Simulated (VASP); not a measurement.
# LiAl32O48 (a cell with a defect) in VASP: notebook, part 2 of 2

VASP 6.6.1.

## 3. Single point, PBE

Contents of INCAR:

```
PREC = Accurate
ENCUT = 520
EDIFF = 1E-6
ISMEAR = -1
SIGMA = 0.01
LREAL = Auto
LASPH = T
NELM = 100
ALGO = Normal
ISIF = 2
LWAVE = F
LCHARG = T
GGA = PE
LELF = T
LVHAR = T
NBANDS = 240
NELECT = 386.0
```

Contents of KPOINTS:

```
Automatic mesh
0
Gamma
  1 1 1
  0.25 0.25 0.25
```

Contents of POSCAR:

```
LiAl32O48
1.0
    4.8078835200      2.7758328500      8.7484141900
   -4.8078835200      2.7758328500      8.7484141900
    0.0000000000     -5.5516656900      8.7484141900
Al O Li
32 48 1
Direct
    0.3212023600      0.3231476000      0.3261615600
    0.4256163500      0.4260031800      0.4262536700
    0.0725752500      0.0738683600      0.0744577500
    0.1744966400      0.1752130600      0.1771369400
    0.3192710200      0.3199704600      0.8202342900
    0.4168598500      0.4175615300      0.9178131100
    0.0731080800      0.0737998900      0.5740668400
    0.1754641400      0.1761625900      0.6764354000
    0.3228039500      0.8251877600      0.3254285800
    0.4254871800      0.9271028500      0.4267731600
    0.0736906000      0.5740624400      0.0746426900
    0.1737896100      0.6784751500      0.1774933100
    0.3224588800      0.8258875100      0.8221626900
    0.4253055000      0.9259906000      0.9265790900
    0.0731711000      0.5741903900      0.5735390500
    0.1745173800      0.6768721700      0.6754564800
    0.8244704900      0.3235035800      0.3254465900
    0.9258110600      0.4261819500      0.4273732700
    0.5736807300      0.0743884000      0.0743238100
    0.6765276000      0.1744841900      0.1787440800
    0.8251885400      0.3219007400      0.8234181400
    0.9252884700      0.4263164000      0.9262665400
    0.5734973800      0.0732711300      0.5741304000
    0.6761769800      0.1751948800      0.6754743100
    0.8235141200      0.8242092100      0.3244780400
    0.9258793600      0.9265713500      0.4268401900
    0.5821242100      0.5828252200      0.0830842000
    0.6797103400      0.6804100100      0.1806708800
    0.8244902600      0.8251663800      0.8237662800
    0.9264110000      0.9265090100      0.9264481800
    0.5733655900      0.5743770600      0.5746510600
    0.6777838600      0.6772230600      0.6747569700
    0.2215328900      0.0285386500      0.3751652900
    0.4717088700      0.1267963500      0.2777049400
    0.0294032500      0.3747568200      0.2220604500
    0.3745279500      0.2182241400      0.0265137900
    0.1238417600      0.2784022000      0.4729017600
    0.2839446100      0.4692189400      0.1204925200
    0.2218098900      0.0265004000      0.8759807200
    0.4711172700      0.1238087900      0.7767480100
    0.0258048100      0.3757133200      0.7227734100
    0.3750138800      0.2225066600      0.5267698100
    0.1231071300      0.2764892800      0.9720768800
    0.2757877300      0.4718152100      0.6240717900
    0.2222391100      0.5279721400      0.3738477900
    0.4734234600      0.6251535300      0.2824205500
    0.0270448600      0.8758366500      0.2222378600
    0.3794598900      0.7157307700      0.0314173200
    0.1247782900      0.7781483300      0.4721044300
    0.2778792200      0.9702823700      0.1258827900
    0.2175248500      0.5262592900      0.8754884200
    0.4685261000      0.6202199200      0.7849117300
    0.0278435000      0.8749019800      0.7224924100
    0.3740594200      0.7218010600      0.5303613000
    0.1261014300      0.7774391400      0.9726702100
    0.2777045200      0.9726354300      0.6248041300
    0.7212793800      0.0277361600      0.3761002700
    0.9711438900      0.1254719600      0.2784138100
    0.5304550300      0.3801566300      0.2159959500
    0.8728820100      0.2229347800      0.0282384400
    0.6249235700      0.2785788300      0.4705375200
    0.7814581300      0.4741225200      0.1254151600
    0.7211030000      0.0301032200      0.8750192000
    0.9719426800      0.1245378600      0.7786701900
    0.5255572200      0.3752272600      0.7184817700
    0.8742094400      0.2222278300      0.5287996700
    0.6195213800      0.2846540100      0.9694849500
    0.7767473500      0.4724008600      0.6270634000
    0.7231970700      0.5285612200      0.3768332600
    0.9731802500      0.6246608200      0.2781370300
    0.5278661800      0.8765712100      0.2241568800
    0.8758748300      0.7238932100      0.0288278300
    0.6239654600      0.7778666200      0.4741422100
    0.7771730200      0.9738773500      0.1249247400
    0.7150330500      0.5311543100      0.8804235300
    0.9695837400      0.6256205500      0.7788405400
    0.5272750800      0.8735812800      0.7231986000
    0.8751426300      0.7219731600      0.5280082400
    0.6244567200      0.7821577100      0.9743866700
    0.7774515300      0.9718418800      0.6257369200
    0.4994837600      0.5001740800      0.0004778800
```

Potentials or basis: VASP PAW PBE potentials, release 64 (Al, O, Li_sv).

The run is started by

```sh
cat potpaw_PBE.64/Al/POTCAR potpaw_PBE.64/O/POTCAR potpaw_PBE.64/Li_sv/POTCAR > POTCAR
mpirun -np 1 vasp_std > vasp.out
```

OUTCAR:

```text
PREC = Accurate
   ENCUT = 520
   EDIFF = 1E-6
   ISMEAR = -1
   LREAL = Auto
   LASPH = T
   NELM = 100
   ISIF = 2
   GGA = PE
   NELECT = 386.0

 ion  position               nearest neighbor table
   1  0.321  0.323  0.326-  37 1.86  34 1.87  38 1.89  42 1.98  45 1.98  59 2.06   2 2.69   8 2.80
                            81 2.81  20 2.84  12 2.84  18 3.23  10 3.23
   2  0.426  0.426  0.426-  44 1.87  61 1.87  46 1.88  42 1.99  45 1.99  59 2.01   1 2.69  27 2.79
                            15 2.82  23 2.82   5 3.20  17 3.26   9 3.27
   3  0.073  0.074  0.074-  47 1.87  39 1.88  60 1.88  43 1.97  58 1.99  50 2.00   4 2.68  26 2.82
                            22 2.82  14 2.82  12 3.23  20 3.23   8 3.25
   4  0.174  0.175  0.177-  33 1.87  36 1.87  35 1.87  58 1.98  50 2.00  43 2.00   3 2.68   9 2.81
                            17 2.81   5 2.85   7 3.25  11 3.26  19 3.27
   5  0.319  0.320  0.820-  44 1.84  43 1.84  40 1.84  36 2.04  65 2.04  51 2.04   6 2.56  16 2.85
                             4 2.85  24 2.85  14 3.20   2 3.20  22 3.20
   6  0.417  0.418  0.918-  51 1.88  65 1.88  36 1.88  52 1.93  67 1.93  38 1.93  81 2.17   5 2.56
                            31 2.79  11 2.79  19 2.79
[... 429 lines left out ...]
  band No.  band energies     occupation
      1     -36.9437      2.00000
      2     -13.0746      2.00000
      3     -12.5810      2.00000
      4     -12.2198      2.00000
      5     -12.1138      2.00000
      6     -12.1138      2.00000
[... 197 lines left out ...]
    204      15.0523      0.00000
    205      15.0694      0.00000
 [bands above 205 left out]

------------------------ aborting loop because EDIFF is reached ----------------------------------------

  FORCE on cell =-STRESS in cart. coord.  units (eV):
  Direction    XX          YY          ZZ          XY          YZ          ZX
  --------------------------------------------------------------------------------------
  -------------------------------------------------------------------------------------
  Total       -9.3031594     -9.3113954     -0.4873809     -0.0009576     -0.0030924      0.0055319
  in kB      -21.2771379    -21.2959745     -1.1146827     -0.0021900     -0.0070726      0.0126519
  external PRESSURE =     -14.5625983 kB  Pullay stress =       0.0000000 kB

 VOLUME and BASIS-vectors are now :
 -----------------------------------------------------------------------------
  energy-cutoff  :      520.00
  volume of cell :      700.53
      direct lattice vectors                 reciprocal lattice vectors
     4.807883520  2.775832850  8.748414190     0.103995864  0.060042040  0.038102144
    -4.807883520  2.775832850  8.748414190    -0.103995864  0.060042040  0.038102144
     0.000000000 -5.551665690  8.748414190     0.000000000 -0.120084080  0.038102144

 POSITION                                       TOTAL-FORCE (eV/Angst)
 -----------------------------------------------------------------------------------
     -0.00935     -0.02213      8.49044        -0.001292      0.000190     -0.000655
     -0.00186     -0.00246     11.17936         0.001416      0.002898     -0.001055
     -0.00622     -0.00686      1.93254         0.000057     -0.002059     -0.001828
     -0.00344     -0.01267      4.60907         0.001933      0.002352      0.000959
     -0.00336     -2.77924     12.76810        -0.002075     -0.001655      0.001958
     -0.00337     -2.77918     15.32927        -0.001027     -0.001682     -0.012910
[... 73 lines left out ...]
     -0.93461      1.38186     20.77775        -0.020241      0.001120      0.000661
     -0.00332      2.77223      8.74960         0.001570      0.002002     -0.000377
 -----------------------------------------------------------------------------------
    total drift:                               -0.013006     -0.019178      0.007136

  FREE ENERGIE OF THE ION-ELECTRON SYSTEM (eV)
  ---------------------------------------------------
  free  energy   TOTEN  =      -608.9399412146 eV

  energy  without entropy=     -608.9399412146  energy(sigma->0) =     -608.93994121
```

OSZICAR:

```text
N       E                     dE             d eps       ncg     rms          rms(c)
DAV:   1     0.224045880415E+04    0.22405E+04   -0.20455E+05   480   0.154E+03
DAV:   2    -0.508582764467E+03   -0.27490E+04   -0.26846E+04   568   0.339E+02
DAV:   3    -0.668683647356E+03   -0.16010E+03   -0.15940E+03   584   0.875E+01
DAV:   4    -0.671890335959E+03   -0.32067E+01   -0.31979E+01   744   0.114E+01
DAV:   5    -0.671978716451E+03   -0.88380E-01   -0.88335E-01   656   0.137E+00    0.489E+01
DAV:   6    -0.608566083178E+03    0.63413E+02   -0.28202E+02   536   0.328E+01    0.168E+01
DAV:   7    -0.608781167749E+03   -0.21508E+00   -0.60464E+00   552   0.499E+00    0.927E+00
DAV:   8    -0.608871936322E+03   -0.90769E-01   -0.55118E-01   568   0.224E+00    0.262E+00
DAV:   9    -0.608934005972E+03   -0.62070E-01   -0.16259E-01   576   0.109E+00    0.740E-01
DAV:  10    -0.608940051689E+03   -0.60457E-02   -0.16024E-02   560   0.316E-01    0.287E-01
DAV:  11    -0.608939705858E+03    0.34583E-03   -0.40069E-03   576   0.173E-01    0.157E-01
DAV:  12    -0.608939935189E+03   -0.22933E-03   -0.79939E-04   568   0.710E-02    0.447E-02
DAV:  13    -0.608939936473E+03   -0.12838E-05   -0.19955E-04   584   0.415E-02    0.212E-02
DAV:  14    -0.608939940882E+03   -0.44096E-05   -0.42847E-05   584   0.154E-02    0.981E-03
DAV:  15    -0.608939941408E+03   -0.52602E-06   -0.10562E-05   592   0.985E-03    0.498E-03
DAV:  16    -0.608939941215E+03    0.19378E-06   -0.17804E-06   336   0.398E-03
   1 F= -.60893994E+03 E0= -.60893994E+03  d E =-.154357E-12
```

stdout:

```text
POSCAR found type information on POSCAR AlO Li
 POSCAR found :  3 types and      81 ions
 scaLAPACK will be used
 LDA part: xc-table for (Slater+PW92), standard interpolation
 POSCAR, INCAR and KPOINTS ok, starting setup
 FFT: planning ... GRIDC
 FFT: planning ... GRID_SOFT
 FFT: planning ... GRID
 WAVECAR not read
 entering main loop
 the old and the new charge density differ
 old charge density:   387.00000 new  386.00000
    0.489E+01
```

It took 8.1 min on 1 thread of Intel Xeon Platinum 8259CL at 2.50GHz (Skylake/Cascade Lake), shared host; peak memory 0.99 GiB.

Results:

| Item | Value |
| --- | --- |
| Free energy | -608.9399 eV |
| Largest force | 0.029 eV/Å |

Forces in eV/Å, atoms in the order of the input:
```
Al  -0.001  0.000 -0.001
Al   0.001  0.003 -0.001
Al   0.000 -0.002 -0.002
Al   0.002  0.002  0.001
Al  -0.002 -0.002  0.002
Al  -0.001 -0.002 -0.013
Al  -0.001 -0.001 -0.001
Al   0.000  0.001 -0.001
Al   0.003  0.000 -0.002
Al  -0.001  0.000  0.002
Al   0.003  0.002  0.000
Al   0.001  0.000  0.000
Al   0.000 -0.001 -0.001
Al   0.000 -0.001  0.001
Al  -0.002  0.000 -0.002
Al   0.002 -0.002  0.000
Al   0.000  0.003 -0.002
Al   0.001  0.000  0.003
Al   0.000  0.003  0.000
Al   0.000  0.000  0.000
Al   0.000  0.000  0.000
Al  -0.001  0.000  0.000
Al   0.000  0.001 -0.002
Al  -0.003  0.000  0.002
Al   0.002  0.001  0.001
Al   0.000  0.000  0.001
Al  -0.001 -0.002  0.012
Al  -0.001 -0.002 -0.002
Al   0.000 -0.001 -0.002
Al   0.000  0.001  0.005
Al   0.001 -0.001  0.000
Al  -0.001  0.001  0.001
O    0.022 -0.001  0.001
O    0.008  0.018  0.000
O   -0.010 -0.017  0.001
O   -0.012  0.010 -0.003
O    0.010 -0.018 -0.002
O   -0.027 -0.006 -0.007
O    0.020 -0.001  0.001
O    0.010  0.019 -0.001
O   -0.011 -0.021 -0.001
O   -0.009  0.018 -0.001
O    0.011 -0.018 -0.002
O   -0.020 -0.001 -0.001
O    0.021  0.001  0.000
O    0.003  0.017  0.004
O   -0.011 -0.017  0.002
O   -0.019  0.020  0.006
O    0.010 -0.019 -0.001
O   -0.020  0.001  0.000
O    0.015  0.006 -0.004
O    0.008  0.027 -0.006
O   -0.012 -0.017  0.000
O   -0.008  0.017  0.000
O    0.010 -0.018  0.001
O   -0.019  0.002 -0.001
O    0.020 -0.002  0.002
O    0.009  0.018  0.000
O   -0.007 -0.027  0.007
O   -0.011  0.017 -0.001
O    0.011 -0.017  0.000
O   -0.016 -0.007  0.004
O    0.020 -0.001  0.000
O    0.012  0.018 -0.001
O   -0.004 -0.017 -0.003
O   -0.011  0.018  0.001
O    0.019 -0.019 -0.007
O   -0.021 -0.001  0.000
O    0.020  0.000  0.002
O    0.009  0.017  0.001
O   -0.010 -0.017  0.001
O   -0.010  0.018  0.001
O    0.012 -0.019  0.001
O   -0.023  0.000  0.002
O    0.026  0.007  0.006
O    0.010  0.017 -0.001
O   -0.010 -0.019  0.001
O   -0.009  0.020  0.001
O    0.011 -0.010  0.002
O   -0.020  0.001  0.001
Li   0.002  0.002  0.000
```

Levels at points of the mesh, in eV from the Fermi level:
| k point | band 191 | band 192 | band 193 | band 194 | band 195 | band 196 |
| --- | --- | --- | --- | --- | --- | --- |
| (0.25, 0.25, 0.25) | -0.46 | -0.30 | -0.30 | 5.92 | 7.40 | 8.36 |

Caveat: the k points lie up to 0.79 Å⁻¹ apart; the cell carries a net charge on a neutralising background, which shifts energy and pressure; the cell is charged against a uniform background, so pressure and absolute levels hang on convention; the cutoff is under 1.25 times the usual one of these potentials, so pressure, stress and relaxed cells hold a basis-set (Pulay) error.
